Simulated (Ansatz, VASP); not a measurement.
**SbTe2O3 in VASP and in Ansatz**

```
Sb Te O
1.0
     6.27980    0.00000    0.00000
    -3.13990    5.43847    0.00000
     0.00000    0.00000    3.39839
Sb Te O
1 2 3
Cartesian
  0.0000 0.0000 0.0000
  0.0000 3.6256 0.0000
  3.1399 1.8128 0.0000
  3.1399 0.0000 1.6992
  1.5700 2.7192 1.6992
  -1.5700 2.7192 1.6992
```

Change from the starting cell: species swapped into the CeB2Ru3 type (P6/mmm, No. 191).

Alike in both runs: task relaxation of cell and atoms; functional PBE; k mesh 3 × 3 × 6; occupations gaussian, width 0.1 eV; no spin polarisation.

|  | VASP | Ansatz |
| --- | --- | --- |
| version | VASP 6.6.1 | Ansatz 0.2.0 |
| potentials or method | VASP PAW PBE potentials, release 64 (Sb, Te, O), cutoff 600 eV | scalar-relativistic, plane waves, PAW |
| valence electrons in the cell | 35 | 65 |

Ansatz gave:

```
gap on the k mesh at the Fermi level, each at its own relaxed structure (eV) : none
relaxed volume (Å³/atom)                                                     : 16.16
relaxed cell length with the largest relative difference (Å)                 : 5.762
```

**Question.** Which values does VASP return?

**Answer.** gap on the k mesh at the Fermi level, each at its own relaxed structure (eV): none; relaxed volume (Å³/atom): 16.04; relaxed cell length with the largest relative difference (Å): 5.743.

A gap of «none» marks a metal or a gap that the smearing closes. VASP's potentials hold 35 valence electrons a cell and Ansatz's 65, so a difference there can come from the potentials and not from the codes.

The k mesh is coarse, so the values compare programs but aren't converged. Neither program's run includes spin-orbit coupling. Noted on VASP's run: the volume moved by over 15 % at a fixed basis, so the end points are rough.
